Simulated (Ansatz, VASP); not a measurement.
**One calculation of B3N2, two programs**

```
CELL_PARAMETERS angstrom
3.58256 0.00000 0.00000
-1.79128 3.10259 0.00000
0.00000 0.00000 4.12003
ATOMIC_POSITIONS crystal
B 0.53406 0.46594 0.92582
B 0.53406 0.06812 0.92582
B 0.93188 0.46594 0.92582
N 0.33333 0.66667 0.22085
N 0.00000 0.00000 0.77761
```

Alike in both runs: task single point; functional PBE; k mesh 6 × 6 × 4; occupations gaussian, width 0.1 eV; no spin polarisation.

|  | VASP | Ansatz |
| --- | --- | --- |
| version | VASP 6.6.1 | Ansatz 0.2.0 |
| potentials or method | VASP PAW PBE potentials, release 64 (B, N), cutoff 520 eV | scalar-relativistic, plane waves, PAW |
| valence electrons in the cell | 19 | 19 |

Ansatz gave:

| Property | Result |
| --- | --- |
| gap on the k mesh at the Fermi level (eV) | none |
| pressure (GPa) | 9.0 |
| traceless stress, the component that is largest in VASP (GPa) | -37.35 |
| rms of the force components (eV/Å) | 6.282 |

Which values does VASP return?

gap on the k mesh at the Fermi level (eV): none; pressure (GPa): 9.2; traceless stress, the component that is largest in VASP (GPa): -37.64; rms of the force components (eV/Å): 6.315.

Atom by atom the forces differ by 0.036 eV/Å (rms over components). A gap of «none» marks a metal or a gap that the smearing closes. With one functional, cell and mesh, what is left measures potentials, basis and numerics.

The k mesh is coarse, so the values compare programs but aren't converged.
